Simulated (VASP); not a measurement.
A run of VASP 6.6.1:

Contents of INCAR:

```
PREC = Accurate
ENCUT = 520
EDIFF = 1E-6
ISMEAR = -1
SIGMA = 0.05
LREAL = F
LASPH = T
NELM = 100
ALGO = Normal
ISIF = 2
LWAVE = F
LCHARG = F
GGA = PE
NBANDS = 11
```

The input KPOINTS:

```
Automatic mesh
0
Gamma
  14 14 14
```

Contents of POSCAR:

```
Hf
1.0
   -1.7869500000      1.7869500000      1.8050000000
    1.7869500000     -1.7869500000      1.8050000000
    1.7869500000      1.7869500000     -1.8050000000
Hf
1
Direct
    0.0000000000      0.0000000000      0.0000000000
```

Potentials or basis: VASP PAW PBE potentials, release 64 (Hf_pv).

Command:

```bash
$ cat potpaw_PBE.64/Hf_pv/POTCAR > POTCAR
$ mpirun -np 1 vasp_std > vasp.out
```

Hardware: 1 thread of Intel(R) Xeon(R) Platinum 8259CL CPU @ 2.50GHz (Skylake/Cascade Lake) (shared host).

Problem. Estimate the wall time of this run.

Solution. Run time: 48 s on 1 thread of Intel(R) Xeon(R) Platinum 8259CL CPU @ 2.50GHz (Skylake/Cascade Lake), with other jobs on the host, peak memory 0.18 GiB. Counts: scf iterations 11, k points 244.
